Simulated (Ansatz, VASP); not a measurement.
## Two plane-wave programs on Ti

Contents of INCAR:

```
SYSTEM = Ti
  ALGO = Normal
  EDIFF = 1E-8
  ENCUT = 520
  GGA = PE
  ISIF = 2
  ISMEAR = -1
  LASPH = .TRUE.
  LCHARG = .FALSE.
  LEFG = .TRUE.
  LREAL = .FALSE.
  LWAVE = .FALSE.
  NBANDS = 12
  NELM = 60
  PREC = Accurate
  SIGMA = 0.05
```

The input KPOINTS:

```
k-points
0
G
  15 15 15
  0 0 0
```

File POSCAR:

```
Ti
1.0
    2.6800673601      0.0000000000      0.0000000000
    0.0000000000      2.6800673601      0.0000000000
    0.0000000000      0.0000000000      2.6404604533
Ti
1
Direct
    0.0000000000      0.0000000000      0.0000000000
```

Input for Ansatz:

```yaml
crystal:
  lattice:
    - [2.6800673601, 0.0, 0.0]
    - [0.0, 2.6800673601, 0.0]
    - [0.0, 0.0, 2.6404604533]
  atoms:
    - { symbol: Ti, position: [0.0, 0.0, 0.0] }
kpoints:
  mp_grid: { grid: [15, 15, 15] }
scf:
  occupations: { method: fermi_dirac, width: 0.05 }
hamiltonian:
  xc: pbe
  pseudopotentials: { kind: paw }
output:
  forces: true
  stress: true
  eigenvalues: true
  efg: { contact_densities: true }
```

Change from the starting cell: x and y stretched by +1.5 %, z held, PAW files.

Alike in both runs: task electric field gradients; functional PBE; k mesh 15 × 15 × 15; occupations fermi-dirac, width 0.05 eV; no spin polarisation.

```csv
,VASP,Ansatz
version,VASP 6.6.1,Ansatz 0.2.0
potentials or method,"VASP PAW PBE potentials, release 64 (Ti_sv)","PAW with Ansatz's default frozen-core files, scalar-relativistic"
plane-wave cutoff (eV),520,420
valence electrons in the cell,12,12
```

|  | VASP | Ansatz | Ansatz less VASP |
| --- | --- | --- | --- |
| pressure (GPa) | -2.3 | -2.2 | +0.11 |
| traceless stress, the component that is largest in VASP (GPa) | -0.22 | -0.24 | -0.013 |
| size of Vzz on the site where it differs most (V/Å²) | 5.2 | 5.3 | +0.12 |

The functional is the same, so the differences come from potentials, cutoffs and numerics.
